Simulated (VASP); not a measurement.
# CdSe (P6_3mc) in VASP: further runs

Runs on CdSe. Level: LDA. Tasks: single point.

All numbers are computed with VASP 6.6.1; they aren't measurements. Logs are shortened: lines on timing, memory, paths and dates and some standing lists are left out, and cuts for length are marked.

### Step 1. The cell of the first run

It takes space group P6_3mc (No. 186, hexagonal). Conventional cell: a = 4.162 Å, b = 4.162 Å, c = 6.809 Å, α = 90.00°, β = 90.00°, γ = 120.00°. Within 3.4 Å of Cd (site symmetry 3m) lie 4 Se at 2.55 Å. Within 3.4 Å of Se (site symmetry 3m) lie 4 Cd at 2.55 Å.

### Step 2. Single point, LDA

Contents of INCAR:

```
SYSTEM = CdSe
PREC     = Accurate       ! precision mode
ENCUT    = 520            ! plane-wave cutoff, eV
EDIFF    = 1E-6           ! SCF threshold, eV
ISMEAR   = 0              ! smearing method
SIGMA    = 0.01           ! smearing width, eV
LREAL    = .FALSE.        ! projectors in reciprocal space
LASPH    = .TRUE.         ! aspherical terms in the spheres
NELM     = 80             ! most SCF steps
ALGO     = Normal         ! electronic algorithm
ISIF     = 2              ! what is computed and relaxed
LWAVE    = .FALSE.        ! write WAVECAR
LCHARG   = .TRUE.         ! write CHGCAR
GGA      = CA             ! functional
LELF     = .TRUE.         ! ELF
LVHAR    = .TRUE.       
NBANDS   = 26             ! bands
```

Contents of KPOINTS:

```
regular mesh
0
G
  6 6 4
  0 0 0
```

Contents of POSCAR:

```
CdSe
1.0
    4.1617782875      0.0000000000      0.0000000000
   -2.0808891438      3.6042057219      0.0000000000
    0.0000000000      0.0000000000      6.8086573089
Cd Se
2 2
Direct
    0.3333333333      0.6666666667      0.0050852304
    0.6666666667      0.3333333333      0.5050852304
    0.3333333333      0.6666666667      0.3799147696
    0.6666666667      0.3333333333      0.8799147696
```

Potentials or basis: VASP PAW LDA potentials, release 64 (Cd, Se).

Run with:

```console
cat potpaw_LDA.64/Cd/POTCAR potpaw_LDA.64/Se/POTCAR > POTCAR
mpirun -np 1 vasp_std > vasp.out
```

OUTCAR:

```text
SYSTEM = CdSe
   PREC = Accurate
   ENCUT = 520
   EDIFF = 1E-6
   ISMEAR = 0
   LREAL = .FALSE.
   LASPH = .TRUE.
   NELM = 80
   ISIF = 2
   GGA = CA

 ion  position               nearest neighbor table
   1  0.333  0.667  0.005-   4 2.55   4 2.55   4 2.55   3 2.55
   2  0.667  0.333  0.505-   3 2.55   3 2.55   3 2.55   4 2.55
   3  0.333  0.667  0.380-   2 2.55   2 2.55   2 2.55   1 2.55
   4  0.667  0.333  0.880-   1 2.55   1 2.55   1 2.55   2 2.55

  LATTYP: Found a hexagonal cell.
 ALAT       =     4.1617782875
 C/A-ratio  =     1.6359971240

  Lattice vectors:

 A1 = (   4.1617782875,   0.0000000000,   0.0000000000)
 A2 = (  -2.0808891438,   3.6042057219,   0.0000000000)
 A3 = (   0.0000000000,   0.0000000000,   6.8086573089)

Analysis of symmetry for initial positions (statically):
=====================================================================
 Subroutine PRICEL returns:
 Original cell was already a primitive cell.

 Routine SETGRP: Setting up the symmetry group for a
 hexagonal supercell.

 Subroutine GETGRP returns: Found 12 space group operations
 (whereof  6 operations were pure point group operations)
 out of a pool of 24 trial point group operations.

The static configuration has the point symmetry C_3v.
 The point group associated with its full space group is C_6v.

Analysis of symmetry for dynamics (positions and initial velocities):
=====================================================================
 Subroutine PRICEL returns:
 Original cell was already a primitive cell.

 Routine SETGRP: Setting up the symmetry group for a
 hexagonal supercell.

 Subroutine GETGRP returns: Found 12 space group operations
 (whereof  6 operations were pure point group operations)
 out of a pool of 24 trial point group operations.

The dynamic configuration has the point symmetry C_3v.
 The point group associated with its full space group is C_6v.

 Subroutine INISYM returns: Found 12 space group operations
 (whereof  6 operations are pure point group operations),
 and found     1 'primitive' translations

----------------------------------------------------------------------------------------

                                     Primitive cell

  volume of cell :     102.1292

  direct lattice vectors                    reciprocal lattice vectors
     4.161778287  0.000000000  0.000000000     0.240281901  0.138726820  0.000000000
    -2.080889144  3.604205722  0.000000000     0.000000000  0.277453641  0.000000000
     0.000000000  0.000000000  6.808657309     0.000000000  0.000000000  0.146871836

  length of vectors
     4.161778287  4.161778288  6.808657309     0.277453641  0.277453641  0.146871836

  position of ions in fractional coordinates (direct lattice)
     0.333333333  0.666666667  0.005085230
     0.666666667  0.333333333  0.505085230
     0.333333333  0.666666667  0.379914770
     0.666666667  0.333333333  0.879914770

  ion indices of the primitive-cell ions
   primitive index   ion index
                 1           1
                 2           2
                 3           3
                 4           4

----------------------------------------------------------------------------------------

 KPOINTS: regular mesh

Automatic generation of k-mesh.
 Grid dimensions read from file:
 generate k-points for:    6    6    4

 Generating k-lattice:

  Cartesian coordinates                     Fractional coordinates (reciprocal lattice)
     0.040046984  0.023121137  0.000000000     0.166666667 -0.000000000  0.000000000
     0.000000000  0.046242273  0.000000000     0.000000000  0.166666667  0.000000000
     0.000000000  0.000000000  0.036717959     0.000000000  0.000000000  0.250000000

  Length of vectors
     0.046242273  0.046242273  0.036717959

  Shift w.r.t. Gamma in fractional coordinates (k-lattice)
     0.000000000  0.000000000  0.000000000

 Subroutine IBZKPT returns following result:
 ===========================================

 Found     21 irreducible k-points:

 Following reciprocal coordinates:
            Coordinates               Weight
  0.000000  0.000000  0.000000      1.000000
  0.166667  0.000000  0.000000      6.000000
  0.333333  0.000000  0.000000      6.000000
  0.500000  0.000000  0.000000      3.000000
  0.166667  0.166667  0.000000      6.000000
  0.333333  0.166667  0.000000     12.000000
[... 13 lines left out ...]
  0.333333  0.166667  0.500000     12.000000
  0.333333  0.333333  0.500000      2.000000
   k-points           NKPTS =     21   k-points in BZ     NKDIM =     21   number of bands    NBANDS=     26
   number of dos      NEDOS =    301   number of ions     NIONS =      4
   total plane-waves  NPLWV =  55296
   dimension x,y,z NGX =    32 NGY =   32 NGZ =   54
   dimension x,y,z NGXF=    64 NGYF=   64 NGZF=  108
   ions per type =               2   2
   NGX,Y,Z   is equivalent  to a cutoff of  12.78, 12.78, 13.19 a.u.
   NGXF,Y,Z  is equivalent  to a cutoff of  25.57, 25.57, 26.37 a.u.
 SYSTEM =  CdSe
   PREC   = accura    normal or accurate (medium, high low for compatibility)
   ISTART =      0    job   : 0-new  1-cont  2-samecut
   ICHARG =      2    charge: 1-file 2-atom 10-const
   ISPIN  =      1    spin polarized calculation?
   LNONCOLLINEAR =      F non collinear calculations
   LSORBIT =      F    spin-orbit coupling
   LASPH  =      T    aspherical Exc in radial PAW
   ENCUT  =  520.0 eV  38.22 Ry    6.18 a.u.   7.74  7.74 12.66*2*pi/ulx,y,z
   NELM   =     80;   NELMIN=  2; NELMDL= -5     # of ELM steps
   EDIFF  = 0.1E-05   stopping-criterion for ELM
   LREAL  =      F    real-space projection
   EDIFFG = 0.1E-04   stopping-criterion for IOM
   NSW    =      0    number of steps for IOM
   IBRION =     -1    ionic relax: 0-MD 1-quasi-New 2-CG
   NFREE  =      0    steps in history (QN), initial steepest desc. (CG)
   ISIF   =      2    stress and relaxation
   ISYM   =      2    0-nonsym 1-usesym 2-fastsym
   POTIM  = 0.5000    time-step for ionic-motion
   TEBEG  =    0.0;   TEEND  =   0.0 temperature during run
   PSTRESS=    0.0 pullay stress
   NELECT =      36.0000    total number of electrons
   NUPDOWN=      -1.0000    fix difference up-down
   EMIN   =  10.00;   EMAX   =-10.00  energy-range for DOS
   EFERMI =   0.00;   METHOD = LEGACY
   ISMEAR =     0;   SIGMA  =   0.01  broadening in eV -4-tet -1-fermi 0-gaus
   EFERMI_NEDOS =   21; number of points for ismear=-14 and -15
   IALGO  =     38    algorithm
   IMIX   =      4    mixing-type and parameters
     AMIX     =   0.40;   BMIX     =  1.00
     AMIX_MAG =   1.60;   BMIX_MAG =  1.00
  volume/ion in A,a.u.               =      25.53       172.30
  Fermi-wavevector in a.u.,A,eV,Ry     =   1.156447  2.185368 18.196013  1.337369
  Thomas-Fermi vector in A             =   2.293067
   LORBIT       =      0    0 simple, 1 ext, 2 COOP (PROOUT), +10 PAW based schemes
   GGA     = CA    functional components
   LHFCALC =     F    Hartree Fock is set to
   AEXX    =    0.0000 exact exchange contribution
   IVDW    =     0    specifies the selected vdW correction
   LEPSILON=     F    determine dielectric tensor
   LRPA    =     F    only Hartree local field effects (RPA)
 non-spin polarized calculation
 Gauss-broadening in eV      SIGMA  =   0.01
  energy-cutoff  :      520.00
  volume of cell :      102.13
 maximum number of plane-waves:      2798
 NGX is ok and might be reduce to    32
   NGX = 15   NGY = 15   NGZ = 25

 number of electron      36.0000001 magnetization

 Free energy of the ion-electron system (eV)
  ---------------------------------------------------
  ext. energy  EPLUGINS =         0.00000000
  ---------------------------------------------------
  free energy    TOTEN  =       -13.41552178 eV

  energy without entropy =      -13.41552178  energy(sigma->0) =      -13.41552178

 E-fermi :   1.7646     XC(G=0):  -9.7193

 val. band max:        1.6694920654   @ k =   0.0000   0.0000   0.0000
 cond. band min:       2.2902444685   @ k =   0.0000   0.0000   0.0000
 fundamental gap:      0.6207524031
 Fermi energy:         1.7646486521

 k-point     1 :       0.0000    0.0000    0.0000
  band No.  band energies     occupation
      1     -11.5889      2.00000
      2     -11.1107      2.00000
      3      -6.6805      2.00000
      4      -6.6656      2.00000
      5      -6.6656      2.00000
      6      -6.5769      2.00000
[... 18 lines left out ...]
     25       8.6668      0.00000
     26       9.4774      0.00000

 k-point     2 :       0.1667    0.0000    0.0000
  band No.  band energies     occupation
      1     -11.4843      2.00000
      2     -11.0639      2.00000
      3      -6.6464      2.00000
      4      -6.6286      2.00000
      5      -6.6001      2.00000
      6      -6.5301      2.00000
[... 18 lines left out ...]
     25       8.8975      0.00000
     26       9.3742      0.00000

 k-point     3 :       0.3333    0.0000    0.0000
  band No.  band energies     occupation
      1     -11.2554      2.00000
      2     -10.9848      2.00000
      3      -6.5905      2.00000
      4      -6.5716      2.00000
      5      -6.4533      2.00000
      6      -6.4151      2.00000
[... 18 lines left out ...]
     25       9.4573      0.00000
     26      10.1204      0.00000

 k-point     4 :       0.5000    0.0000    0.0000
  band No.  band energies     occupation
      1     -11.1180      2.00000
      2     -10.9660      2.00000
      3      -6.5744      2.00000
      4      -6.5538      2.00000
      5      -6.3640      2.00000
      6      -6.3633      2.00000
[... 18 lines left out ...]
     25       9.6834      0.00000
     26      11.5175      0.00000
[... 409 lines left out ...]
      1     -11.1519      2.00000
      2     -11.1519      2.00000
      3      -6.5430      2.00000
      4      -6.5430      2.00000
      5      -6.5145      2.00000
      6      -6.5145      2.00000
[... 18 lines left out ...]
     25       9.1586      0.00000
     26       9.1586      0.00000

 k-point    20 :       0.3333    0.1667    0.5000
  band No.  band energies     occupation
      1     -11.0330      2.00000
      2     -11.0330      2.00000
      3      -6.5167      2.00000
      4      -6.5167      2.00000
      5      -6.4657      2.00000
      6      -6.4657      2.00000
[... 18 lines left out ...]
     25       9.7200      0.00000
     26       9.7200      0.00000

 k-point    21 :       0.3333    0.3333    0.5000
  band No.  band energies     occupation
      1     -10.9944      2.00000
      2     -10.9944      2.00000
      3      -6.4837      2.00000
      4      -6.4837      2.00000
      5      -6.4684      2.00000
      6      -6.4684      2.00000
[... 18 lines left out ...]
     25      10.4686      0.00000
     26      10.4686      0.00000

------------------------ aborting loop because EDIFF is reached ----------------------------------------

  FORCE on cell =-STRESS in cart. coord.  units (eV):
  Direction    XX          YY          ZZ          XY          YZ          ZX
  --------------------------------------------------------------------------------------
  -------------------------------------------------------------------------------------
  Total        2.9758544      2.9758544      2.9869885     -0.0000000      0.0000000      0.0000000
  in kB       46.6844522     46.6844522     46.8591222     -0.0000000      0.0000000      0.0000000
  external PRESSURE =      46.7426755 kB  Pullay stress =       0.0000000 kB

 VOLUME and BASIS-vectors are now :
 -----------------------------------------------------------------------------
  energy-cutoff  :      520.00
  volume of cell :      102.13
      direct lattice vectors                 reciprocal lattice vectors
     4.161778287  0.000000000  0.000000000     0.240281901  0.138726820  0.000000000
    -2.080889144  3.604205722  0.000000000     0.000000000  0.277453641  0.000000000
     0.000000000  0.000000000  6.808657309     0.000000000  0.000000000  0.146871836

 POSITION                                       TOTAL-FORCE (eV/Angst)
 -----------------------------------------------------------------------------------
     -0.00000      2.40280      0.03462        -0.000000      0.000000      0.001600
      2.08089      1.20140      3.43895         0.000000      0.000000      0.001600
     -0.00000      2.40280      2.58671         0.000000     -0.000000     -0.001600
      2.08089      1.20140      5.99104        -0.000000      0.000000     -0.001600
 -----------------------------------------------------------------------------------
    total drift:                               -0.000000      0.000000     -0.000379

  FREE ENERGIE OF THE ION-ELECTRON SYSTEM (eV)
  ---------------------------------------------------
  free  energy   TOTEN  =       -13.4155217778 eV

  energy  without entropy=      -13.4155217778  energy(sigma->0) =      -13.41552178
```

It took 77 s on 1 thread of Intel Xeon 8259CL, shared host; peak memory 0.21 GiB.

What came out:

* Free energy: -13.4155 eV
* Pressure: 4.7 GPa
* Band gap on the k mesh: 0.62 eV

Levels at points of the mesh, in eV from the valence-band top:
| k point | band 16 | band 17 | band 18 | band 19 | band 20 | band 21 |
| --- | --- | --- | --- | --- | --- | --- |
| (0.00, 0.00, 0.00) | -0.08 | 0.00 | 0.00 | 0.62 | 2.11 | 5.71 |
| (0.50, 0.00, 0.00) | -2.25 | -1.67 | -0.92 | 3.12 | 3.21 | 4.54 |
| (0.00, 0.00, 0.50) | -0.49 | -0.49 | -0.49 | 2.35 | 2.35 | 5.82 |
| (0.50, 0.00, 0.50) | -1.66 | -1.64 | -1.64 | 2.74 | 2.74 | 4.71 |

Caveat: the cell stands under pressure; semilocal functionals underestimate gaps, and a narrow one can read as zero.

### Step 3. Single point, LDA

Contents of INCAR:

```
SYSTEM = CdSe
  PREC = Accurate
  ENCUT = 520
  EDIFF = 1E-6
  ISMEAR = 0
  SIGMA = 0.01
  LREAL = .FALSE.
  LASPH = .TRUE.
  NELM = 60
  ALGO = Normal
  ISIF = 2
  LWAVE = .FALSE.
  LCHARG = .FALSE.
  NBANDS = 26
```

KPOINTS is that of step 2.

POSCAR: that of step 2 with these lines changed.

```diff
@@ -2,3 +2,3 @@
 1.0
-    4.1617782875      0.0000000000      0.0000000000
+    4.1617782876      0.0000000000      0.0000000000
    -2.0808891438      3.6042057219      0.0000000000
```

Potentials or basis: VASP PAW LDA potentials, release 64 (Cd, Se).

Run with:

```console
cat potpaw_LDA.64/Cd/POTCAR potpaw_LDA.64/Se/POTCAR > POTCAR
mpirun -np 1 vasp_std > vasp.out
```

OUTCAR:

```text
SYSTEM = CdSe
   PREC = Accurate
   ENCUT = 520
   EDIFF = 1E-6
   ISMEAR = 0
   LREAL = .FALSE.
   LASPH = .TRUE.
   NELM = 60
   ISIF = 2

 ion  position               nearest neighbor table
   1  0.333  0.667  0.005-   4 2.55   4 2.55   4 2.55   3 2.55
   2  0.667  0.333  0.505-   3 2.55   3 2.55   3 2.55   4 2.55
   3  0.333  0.667  0.380-   2 2.55   2 2.55   2 2.55   1 2.55
   4  0.667  0.333  0.880-   1 2.55   1 2.55   1 2.55   2 2.55

  LATTYP: Found a hexagonal cell.
 ALAT       =     4.1617782876
 C/A-ratio  =     1.6359971239

[... 803 lines left out ...]
  --------------------------------------------------------------------------------------
  -------------------------------------------------------------------------------------
  Total        2.9758544      2.9758544      2.9869885      0.0000000      0.0000000      0.0000000
  in kB       46.6844526     46.6844526     46.8591218      0.0000000      0.0000000      0.0000000
  external PRESSURE =      46.7426757 kB  Pullay stress =       0.0000000 kB

 VOLUME and BASIS-vectors are now :
 -----------------------------------------------------------------------------
  energy-cutoff  :      520.00
  volume of cell :      102.13
      direct lattice vectors                 reciprocal lattice vectors
     4.161778288  0.000000000  0.000000000     0.240281901  0.138726820  0.000000000
    -2.080889144  3.604205722  0.000000000     0.000000000  0.277453641  0.000000000
     0.000000000  0.000000000  6.808657309     0.000000000  0.000000000  0.146871836

 POSITION                                       TOTAL-FORCE (eV/Angst)
 -----------------------------------------------------------------------------------
     -0.00000      2.40280      0.03462        -0.000000      0.000000      0.001600
      2.08089      1.20140      3.43895         0.000000      0.000000      0.001600
     -0.00000      2.40280      2.58671         0.000000     -0.000000     -0.001600
      2.08089      1.20140      5.99104        -0.000000      0.000000     -0.001600
 -----------------------------------------------------------------------------------
    total drift:                               -0.000000      0.000000     -0.000379

  FREE ENERGIE OF THE ION-ELECTRON SYSTEM (eV)
  ---------------------------------------------------
  free  energy   TOTEN  =       -13.4155217780 eV

  energy  without entropy=      -13.4155217780  energy(sigma->0) =      -13.41552178
```

OSZICAR:

```text
N       E                     dE             d eps       ncg     rms          rms(c)
DAV:   1     0.253587378693E+03    0.25359E+03   -0.17374E+04  1092   0.127E+03
DAV:   2    -0.799115928369E+00   -0.25439E+03   -0.24578E+03  1180   0.321E+02
DAV:   3    -0.140566197602E+02   -0.13258E+02   -0.13187E+02  1310   0.746E+01
DAV:   4    -0.141645000969E+02   -0.10788E+00   -0.10779E+00  1204   0.628E+00
DAV:   5    -0.141651197262E+02   -0.61963E-03   -0.61962E-03  1242   0.452E-01    0.110E+01
DAV:   6    -0.134737903894E+02    0.69133E+00   -0.11753E+00  1442   0.121E+01    0.822E+00
DAV:   7    -0.134268248587E+02    0.46966E-01   -0.56293E-01  1158   0.408E+00    0.236E+00
DAV:   8    -0.134161200825E+02    0.10705E-01   -0.81780E-02  1132   0.297E+00    0.432E-01
DAV:   9    -0.134155966331E+02    0.52345E-03   -0.92373E-03  1186   0.110E+00    0.132E-01
DAV:  10    -0.134155131410E+02    0.83492E-04   -0.63912E-04  1208   0.300E-01    0.490E-02
DAV:  11    -0.134155212833E+02   -0.81423E-05   -0.60771E-05  1136   0.520E-02    0.130E-02
DAV:  12    -0.134155217780E+02   -0.49468E-06   -0.79519E-06  1246   0.308E-02
   1 F= -.13415522E+02 E0= -.13415522E+02  d E =-.371209E-43
```

Wall time 73 s (1 thread of Intel Xeon 8259CL, shared host); peak memory 0.21 GiB.

What came out:

* Free energy: -13.4155 eV
* Pressure: 4.7 GPa
* Band gap on the k mesh: 0.62 eV

Caveat: the cell stands under pressure; semilocal functionals underestimate gaps, and a narrow one can read as zero.

(Continued in part 2 of 2.)
